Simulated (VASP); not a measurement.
# Ga4SbAs3 (P1) in VASP: a series of runs

Aim: see how the results for Ga4SbAs3 move with the level of theory and the settings. Levels: r2SCAN, PBEsol. Tasks: single point.

Program: VASP 6.6.1. These are calculated values, not measurements. Logs are shortened: lines on timing, memory, paths and dates and some standing lists are left out, and cuts for length are marked.

## 1. The cell of the first run

The typed cell holds 64 atoms: a = 11.563 Å, b = 11.563 Å, c = 11.563 Å, α = 90.00°, β = 90.00°, γ = 90.00°.

## 2. Single point, r2SCAN

Input file POSCAR:

```
Ga4SbAs3
1.0
   11.5630640000      0.0000000000      0.0000000000
    0.0000000000     11.5630640000      0.0000000000
    0.0000000000      0.0000000000     11.5630640000
Ga Sb As
32 8 24
Direct
    0.9854300000      0.0012740000      0.0003150000
    0.0043240000      0.9938820000      0.5066740000
    0.9990110000      0.5020610000      0.9986390000
    0.0050320000      0.4931410000      0.5067070000
    0.5064890000      0.9921110000      0.9921120000
    0.5068110000      0.0076860000      0.4952510000
    0.5011010000      0.4991600000      0.0006860000
    0.4984520000      0.5015460000      0.5013480000
    0.2506260000      0.2648950000      0.0007110000
    0.2501480000      0.2516680000      0.5014440000
    0.2503660000      0.7355090000      0.9996640000
    0.2450650000      0.7411450000      0.4946740000
    0.7555130000      0.2569150000      0.9928480000
    0.7450380000      0.2571100000      0.5059270000
    0.7511690000      0.7461850000      0.9998230000
    0.7439110000      0.7548750000      0.5078660000
    0.2509000000      0.0013700000      0.2639270000
    0.2425320000      0.0076660000      0.7435870000
    0.2501950000      0.5012470000      0.2517580000
    0.2509680000      0.4995230000      0.7493530000
    0.7506080000      0.9860490000      0.2515270000
    0.7505430000      0.0011600000      0.7489320000
    0.7435330000      0.4946660000      0.2439870000
    0.7508490000      0.5009460000      0.7507190000
    0.9980910000      0.2654120000      0.2518190000
    0.9994550000      0.2504440000      0.7503280000
    0.0062690000      0.7544430000      0.2432220000
    0.9919130000      0.7411800000      0.7435110000
    0.4926280000      0.2561750000      0.2555740000
    0.5071160000      0.2586450000      0.7430140000
    0.5065620000      0.7408040000      0.2583570000
    0.5051970000      0.7424260000      0.7561750000
    0.1229630000      0.1291050000      0.1271920000
    0.6268720000      0.1261920000      0.1254200000
    0.3767660000      0.8694510000      0.1292230000
    0.3764950000      0.8734810000      0.6223950000
    0.3770990000      0.1311440000      0.8719600000
    0.8747260000      0.1252190000      0.3780340000
    0.8748310000      0.6248000000      0.3756080000
    0.1193870000      0.8712570000      0.8738020000
    0.1218730000      0.1295960000      0.6225140000
    0.1248490000      0.6205920000      0.1252740000
    0.1248620000      0.6208850000      0.6254430000
    0.6271730000      0.1279390000      0.6252070000
    0.6247680000      0.6230040000      0.1236100000
    0.6249630000      0.6226760000      0.6273330000
    0.3750060000      0.3814770000      0.1277640000
    0.3751590000      0.3772790000      0.6235610000
    0.8743940000      0.3796260000      0.1208870000
    0.8746330000      0.3754280000      0.6290930000
    0.8729900000      0.8701800000      0.1233830000
    0.8731390000      0.8745420000      0.6271100000
    0.3751660000      0.1293790000      0.3799950000
    0.3749870000      0.6211030000      0.3758890000
    0.3771700000      0.6184670000      0.8752160000
    0.8727150000      0.1273760000      0.8713310000
    0.8731900000      0.6227460000      0.8746490000
    0.1284960000      0.3775400000      0.3775960000
    0.1230260000      0.3792330000      0.8731730000
    0.1249770000      0.8724850000      0.3774610000
    0.6208780000      0.3774200000      0.3770860000
    0.6269730000      0.3791930000      0.8731850000
    0.6245220000      0.8725710000      0.3782900000
    0.6316410000      0.8699790000      0.8724130000
```

Input file INCAR.step1:

```
SYSTEM = Ga4SbAs3
ALGO = Normal
EDIFF = 1E-4
ENCUT = 520
GGA = PE
ISMEAR = -1
LASPH = .True.
LCHARG = .False.
LREAL = Auto
LWAVE = .True.
NBANDS = 326
NELM = 60
PREC = Accurate
SIGMA = 0.05
```

Input file INCAR.step2:

```
SYSTEM = Ga4SbAs3
ALGO = Normal
EDIFF = 1E-6
ENCUT = 520
ISIF = 2
ISMEAR = -1
ISTART = 1
LASPH = .True.
LCHARG = .True.
LELF = .True.
LMIXTAU = .True.
LREAL = Auto
LVHAR = .True.
LWAVE = .False.
METAGGA = R2SCAN
NBANDS = 326
NELM = 60
PREC = Accurate
SIGMA = 0.05
```

Input file KPOINTS:

```
k-points
0
Gamma
  1 1 1
  0 0 0
```

Potentials or basis: VASP PAW PBE potentials, release 64 (Ga_d, Sb, As).

On the command line:

```
$ cat potpaw_PBE.64/Ga_d/POTCAR potpaw_PBE.64/Sb/POTCAR potpaw_PBE.64/As/POTCAR > POTCAR
$ cp INCAR.step1 INCAR
$ mpirun -np 1 vasp_gam > vasp.out
$ cp INCAR.step2 INCAR
$ mpirun -np 1 vasp_gam > vasp.out
```

OUTCAR:

```text
SYSTEM = Ga4SbAs3
   EDIFF = 1E-6
   ENCUT = 520
   ISIF = 2
   ISMEAR = -1
   ISTART = 1
   LASPH = .True.
   LREAL = Auto
   METAGGA = R2SCAN
   NELM = 60
   PREC = Accurate

 ion  position               nearest neighbor table
   1  0.985  0.001  0.000-  51 2.45  56 2.46  40 2.61  33 2.62
   2  0.004  0.994  0.507-  41 2.47  52 2.48  60 2.48  38 2.60
   3  0.999  0.502  0.999-  49 2.47  57 2.47  42 2.48  59 2.49
   4  0.005  0.493  0.507-  43 2.45  58 2.46  50 2.48  39 2.62
   5  0.506  0.992  0.992-  64 2.45  34 2.59  37 2.60  35 2.60
   6  0.507  0.008  0.495-  53 2.46  63 2.47  44 2.48  36 2.62
[... 56 lines left out ...]
  63  0.625  0.873  0.378-  21 2.45  16 2.45  31 2.47   6 2.47
  64  0.632  0.870  0.872-   5 2.45  32 2.47  15 2.48  22 2.50

  LATTYP: Found a simple cubic cell.
 ALAT       =    11.5630640000

  Lattice vectors:

 A1 = (  11.5630640000,   0.0000000000,   0.0000000000)
 A2 = (   0.0000000000,  11.5630640000,   0.0000000000)
 A3 = (   0.0000000000,   0.0000000000,  11.5630640000)

Analysis of symmetry for initial positions (statically):
=====================================================================
 Subroutine PRICEL returns:
 Original cell was already a primitive cell.

 Routine SETGRP: Setting up the symmetry group for a
 simple cubic supercell.

 Subroutine GETGRP returns: Found  1 space group operations
 (whereof  1 operations were pure point group operations)
 out of a pool of 48 trial point group operations.

The static configuration has the point symmetry C_1 .

Analysis of symmetry for dynamics (positions and initial velocities):
=====================================================================
 Subroutine PRICEL returns:
 Original cell was already a primitive cell.

 Routine SETGRP: Setting up the symmetry group for a
 simple cubic supercell.

 Subroutine GETGRP returns: Found  1 space group operations
 (whereof  1 operations were pure point group operations)
 out of a pool of 48 trial point group operations.

The dynamic configuration has the point symmetry C_1 .

 Subroutine INISYM returns: Found  1 space group operations
 (whereof  1 operations are pure point group operations),
 and found     1 'primitive' translations

----------------------------------------------------------------------------------------

                                     Primitive cell

  volume of cell :    1546.0331

  direct lattice vectors                    reciprocal lattice vectors
    11.563064000  0.000000000  0.000000000     0.086482268  0.000000000  0.000000000
     0.000000000 11.563064000  0.000000000     0.000000000  0.086482268  0.000000000
     0.000000000  0.000000000 11.563064000     0.000000000  0.000000000  0.086482268

  length of vectors
    11.563064000 11.563064000 11.563064000     0.086482268  0.086482268  0.086482268

  position of ions in fractional coordinates (direct lattice)
     0.985430000  0.001274000  0.000315000
     0.004324000  0.993882000  0.506674000
     0.999011000  0.502061000  0.998639000
     0.005032000  0.493141000  0.506707000
     0.506489000  0.992111000  0.992112000
     0.506811000  0.007686000  0.495251000
[... 56 lines left out ...]
     0.624522000  0.872571000  0.378290000
     0.631641000  0.869979000  0.872413000

  ion indices of the primitive-cell ions
   primitive index   ion index
                 1           1
                 2           2
                 3           3
                 4           4
                 5           5
                 6           6
[... 56 lines left out ...]
                63          63
                64          64

----------------------------------------------------------------------------------------

 KPOINTS: k-points

Automatic generation of k-mesh.
 Grid dimensions read from file:
 generate k-points for:    1    1    1

 Generating k-lattice:

  Cartesian coordinates                     Fractional coordinates (reciprocal lattice)
     0.086482268  0.000000000  0.000000000     1.000000000  0.000000000  0.000000000
     0.000000000  0.086482268  0.000000000     0.000000000  1.000000000  0.000000000
     0.000000000  0.000000000  0.086482268     0.000000000  0.000000000  1.000000000

  Length of vectors
     0.086482268  0.086482268  0.086482268

  Shift w.r.t. Gamma in fractional coordinates (k-lattice)
     0.000000000  0.000000000  0.000000000

 Subroutine IBZKPT returns following result:
 ===========================================

 Found      1 irreducible k-points:

 Following reciprocal coordinates:
            Coordinates               Weight
  0.000000  0.000000  0.000000      1.000000
   k-points           NKPTS =      1   k-points in BZ     NKDIM =      1   number of bands    NBANDS=    326
   number of dos      NEDOS =    301   number of ions     NIONS =     64
   total plane-waves  NPLWV = 729000
   dimension x,y,z NGX =    90 NGY =   90 NGZ =   90
   dimension x,y,z NGXF=   180 NGYF=  180 NGZF=  180
   ions per type =              32   8  24
   NGX,Y,Z   is equivalent  to a cutoff of  12.94, 12.94, 12.94 a.u.
   NGXF,Y,Z  is equivalent  to a cutoff of  25.88, 25.88, 25.88 a.u.
 SYSTEM =  Ga4SbAs3
   PREC   = accura    normal or accurate (medium, high low for compatibility)
   ISTART =      1    job   : 0-new  1-cont  2-samecut
   ICHARG =      0    charge: 1-file 2-atom 10-const
   ISPIN  =      1    spin polarized calculation?
   LNONCOLLINEAR =      F non collinear calculations
   LSORBIT =      F    spin-orbit coupling
   LASPH  =      T    aspherical Exc in radial PAW
   ENCUT  =  520.0 eV  38.22 Ry    6.18 a.u.  21.50 21.50 21.50*2*pi/ulx,y,z
   NELM   =     60;   NELMIN=  2; NELMDL=  0     # of ELM steps
   EDIFF  = 0.1E-05   stopping-criterion for ELM
   LREAL  =      T    real-space projection
   EDIFFG = 0.1E-04   stopping-criterion for IOM
   NSW    =      0    number of steps for IOM
   IBRION =     -1    ionic relax: 0-MD 1-quasi-New 2-CG
   NFREE  =      0    steps in history (QN), initial steepest desc. (CG)
   ISIF   =      2    stress and relaxation
   ISYM   =      2    0-nonsym 1-usesym 2-fastsym
   POTIM  = 0.5000    time-step for ionic-motion
   TEBEG  =    0.0;   TEEND  =   0.0 temperature during run
   PSTRESS=    0.0 pullay stress
   NELECT =     576.0000    total number of electrons
   NUPDOWN=      -1.0000    fix difference up-down
   EMIN   =  10.00;   EMAX   =-10.00  energy-range for DOS
   EFERMI =   0.00;   METHOD = LEGACY
   ISMEAR =    -1;   SIGMA  =   0.05  broadening in eV -4-tet -1-fermi 0-gaus
   EFERMI_NEDOS =   21; number of points for ismear=-14 and -15
   IALGO  =     38    algorithm
   IMIX   =      4    mixing-type and parameters
     AMIX     =   0.40;   BMIX     =  1.00
     AMIX_MAG =   1.60;   BMIX_MAG =  1.00
  volume/ion in A,a.u.               =      24.16       163.02
  Fermi-wavevector in a.u.,A,eV,Ry     =   1.177993  2.226084 18.880364  1.387668
  Thomas-Fermi vector in A             =   2.314330
   LORBIT       =      0    0 simple, 1 ext, 2 COOP (PROOUT), +10 PAW based schemes
   METAGGA = R2SCAN    functional components
   LHFCALC =     F    Hartree Fock is set to
   AEXX    =    0.0000 exact exchange contribution
   IVDW    =     0    specifies the selected vdW correction
   LEPSILON=     F    determine dielectric tensor
   LRPA    =     F    only Hartree local field effects (RPA)
 non-spin polarized calculation
  energy-cutoff  :      520.00
  volume of cell :     1546.03
 maximum number of plane-waves:     20926
 NGX is ok and might be reduce to    90
   NGX = 43   NGY = 43   NGZ = 43

 number of electron     576.0000046 magnetization

 Free energy of the ion-electron system (eV)
  ---------------------------------------------------
  ext. energy  EPLUGINS =         0.00000000
  ---------------------------------------------------
  free energy    TOTEN  =      -942.93779838 eV

  energy without entropy =     -942.93167734  energy(sigma->0) =     -942.93473786

 E-fermi :   4.3642     XC(G=0): -10.0727

 val. band max:        4.0517776134   @ k =   0.0000   0.0000   0.0000
 cond. band min:       4.6352346188   @ k =   0.0000   0.0000   0.0000
 fundamental gap:      0.5834570054
 Fermi energy:         4.3642107786

 k-point     1 :       0.0000    0.0000    0.0000
  band No.  band energies     occupation
      1     -11.5451      2.00000
      2     -11.5359      2.00000
      3     -11.5306      2.00000
      4     -11.5234      2.00000
      5     -11.5219      2.00000
      6     -11.5207      2.00000
[... 292 lines left out ...]
    299       5.6626      0.00000
    300       5.9916      0.00000
 [bands above 300 left out]

------------------------ aborting loop because EDIFF is reached ----------------------------------------

  FORCE on cell =-STRESS in cart. coord.  units (eV):
  Direction    XX          YY          ZZ          XY          YZ          ZX
  --------------------------------------------------------------------------------------
  -------------------------------------------------------------------------------------
  Total        3.7466388      3.5235809      3.7115805     -0.0088528     -0.0114696     -0.0009355
  in kB        3.8826981      3.6515398      3.8463667     -0.0091743     -0.0118861     -0.0009695
  external PRESSURE =       3.7935348 kB  Pullay stress =       0.0000000 kB

 VOLUME and BASIS-vectors are now :
 -----------------------------------------------------------------------------
  energy-cutoff  :      520.00
  volume of cell :     1546.03
      direct lattice vectors                 reciprocal lattice vectors
    11.563064000  0.000000000  0.000000000     0.086482268  0.000000000  0.000000000
     0.000000000 11.563064000  0.000000000     0.000000000  0.086482268  0.000000000
     0.000000000  0.000000000 11.563064000     0.000000000  0.000000000  0.086482268

 POSITION                                       TOTAL-FORCE (eV/Angst)
 -----------------------------------------------------------------------------------
     11.39459      0.01473      0.00364         0.006355     -0.006538     -0.001648
      0.05000     11.49232      5.85870        -0.006277     -0.002763      0.004348
     11.55163      5.80536     11.54733        -0.004606     -0.000965     -0.000911
      0.05819      5.70222      5.85909         0.002375     -0.001091      0.004954
      5.85656     11.47184     11.47185         0.003971     -0.004597     -0.003783
      5.86029      0.08887      5.72662        -0.002568     -0.003508      0.003053
[... 56 lines left out ...]
      7.22139     10.08959      4.37419         0.022257     -0.002867      0.010686
      7.30371     10.05962     10.08777        -0.021294      0.000116      0.009606
 -----------------------------------------------------------------------------------
    total drift:                                0.049448      0.087089      0.023081

  FREE ENERGIE OF THE ION-ELECTRON SYSTEM (eV)
  ---------------------------------------------------
  free  energy   TOTEN  =      -942.9377983807 eV

  energy  without entropy=     -942.9316773393  energy(sigma->0) =     -942.93473786
```

Wall time 70 min (1 thread of Intel Xeon Platinum 8175M at 2.50GHz (Skylake/Cascade Lake), shared host); peak memory 1.6 GiB.

What came out:

```
Free energy   : -942.9378 eV
Pressure      : 0.4 GPa
Largest force : 0.038 eV/Å
```

Forces in eV/Å, atoms in the order of the input:
```
Ga   0.006 -0.007 -0.002
Ga  -0.006 -0.003  0.004
Ga  -0.005 -0.001 -0.001
Ga   0.002 -0.001  0.005
Ga   0.004 -0.005 -0.004
Ga  -0.003 -0.004  0.003
Ga   0.003  0.000  0.002
Ga   0.001 -0.004 -0.005
Ga   0.002 -0.011  0.005
Ga   0.001  0.006  0.003
Ga  -0.001  0.001  0.000
Ga   0.000  0.011  0.004
Ga   0.004  0.004 -0.001
Ga   0.000  0.010  0.006
Ga   0.004  0.013 -0.006
Ga   0.000 -0.008 -0.001
Ga  -0.003  0.000  0.003
Ga  -0.009  0.006 -0.004
Ga   0.000  0.003  0.005
Ga   0.005 -0.001 -0.006
Ga  -0.005 -0.008 -0.006
Ga   0.009  0.004 -0.012
Ga  -0.005  0.002 -0.002
Ga   0.003  0.004  0.001
Ga   0.002  0.003 -0.005
Ga  -0.014  0.008 -0.002
Ga  -0.006 -0.014  0.001
Ga   0.002  0.010  0.002
Ga  -0.007  0.005  0.011
Ga   0.002 -0.009 -0.001
Ga  -0.001  0.009 -0.004
Ga   0.005 -0.012 -0.001
Sb  -0.003  0.010  0.002
Sb  -0.016  0.004 -0.008
Sb  -0.003  0.000 -0.016
Sb  -0.003 -0.004  0.014
Sb  -0.007 -0.006 -0.011
Sb  -0.007  0.015  0.003
Sb  -0.003 -0.021  0.003
Sb  -0.003  0.002 -0.005
As   0.007 -0.002  0.030
As   0.000  0.022 -0.022
As  -0.009 -0.032 -0.017
As   0.008  0.012 -0.010
As   0.007 -0.034  0.014
As  -0.009  0.011  0.005
As  -0.003 -0.011 -0.002
As   0.009  0.018  0.001
As  -0.006  0.016  0.010
As   0.002  0.002 -0.003
As   0.007  0.007  0.001
As  -0.012 -0.007 -0.003
As   0.000  0.004 -0.010
As   0.008 -0.004  0.016
As  -0.002 -0.001  0.001
As   0.005 -0.004 -0.006
As   0.003 -0.011 -0.013
As  -0.012  0.006  0.010
As   0.016 -0.002  0.007
As   0.014 -0.008 -0.004
As   0.007  0.004  0.000
As   0.011  0.002  0.001
As   0.022 -0.003  0.011
As  -0.021  0.000  0.010
```

Levels at points of the mesh, in eV from the Fermi level:
| k point | band 284 | band 285 | band 286 | band 287 | band 288 | band 289 | band 290 | band 291 | band 292 | band 293 |
| --- | --- | --- | --- | --- | --- | --- | --- | --- | --- | --- |
| (0.00, 0.00, 0.00) | -1.27 | -1.21 | -0.36 | -0.32 | -0.31 | 0.27 | 0.62 | 0.70 | 0.71 | 0.85 |

Caveat: the k points lie up to 0.54 Å⁻¹ apart; the PAW data sets were made with another functional, which shifts forces and pressure a little; spin-orbit coupling is left out, which moves the levels of the heavy elements.

(Part 1 of 2 ends here.)
